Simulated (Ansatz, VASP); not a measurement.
**One calculation of GaP, two programs**

The input INCAR:

```
SYSTEM = GaP
  ALGO = Normal
  EDIFF = 1E-8
  ENCUT = 520
  GGA = CA
  ISIF = 2
  ISMEAR = -1
  LASPH = .TRUE.
  LCHARG = .FALSE.
  LEFG = .TRUE.
  LREAL = .FALSE.
  LWAVE = .FALSE.
  NBANDS = 16
  NELM = 100
  PREC = Accurate
  SIGMA = 0.05
```

File KPOINTS:

```
k-points
0
G
  10 10 10
  0 0 0
```

Contents of POSCAR:

```
GaP
1.0
    0.0000000000      2.6434925000      2.7252500000
    2.6434925000      0.0000000000      2.7252500000
    2.6434925000      2.6434925000      0.0000000000
Ga P
1 1
Direct
    0.0000000000      0.0000000000      0.0000000000
    0.7500000000      0.7500000000      0.7500000000
```

Input for Ansatz:

```yaml
crystal:
  lattice:
    - [0.0, 2.6434925, 2.72525]
    - [2.6434925, 0.0, 2.72525]
    - [2.6434925, 2.6434925, 0.0]
  atoms:
    - { symbol: Ga, position: [0.0, 0.0, 0.0] }
    - { symbol: P, position: [0.75, 0.75, 0.75] }
kpoints:
  mp_grid: { grid: [10, 10, 10] }
scf:
  occupations: { method: fermi_dirac, width: 0.05 }
hamiltonian:
  xc: lda
  pseudopotentials: { kind: all_electron, datasets: crystal }
output:
  forces: true
  stress: true
  eigenvalues: true
  efg: { contact_densities: true }
```

Change from the starting cell: equal xx and yy strain of -3 %, crystal datasets.

Alike in both runs: task electric field gradients; functional LDA; k mesh 10 × 10 × 10; occupations fermi-dirac, width 0.05 eV; no spin polarisation.

|  | VASP | Ansatz |
| --- | --- | --- |
| version | VASP 6.6.1 | Ansatz 0.2.0 |
| potentials or method | VASP PAW LDA potentials, release 64 (Ga_d, P), cutoff 520 eV | all-electron PAW with datasets made for the crystal, scalar-relativistic |

VASP gave:

| Quantity | Value |
| --- | --- |
| pressure (GPa) | 2.8 |
| traceless stress, the component that is largest in VASP (GPa) | -1.69 |
| size of Vzz on the site where it differs most (V/Å²) | 5.2 |

Q: What did Ansatz give for the same quantities?

A: Pressure (GPa): 2.7; traceless stress, the component that is largest in VASP (GPa): -1.69; size of Vzz on the site where it differs most (V/Å²): 5.8.

LDA's correlation is that of Perdew and Zunger in VASP and of Perdew and Wang (1992) in Ansatz. Ansatz ran all-electron here, and VASP with PAW potentials.
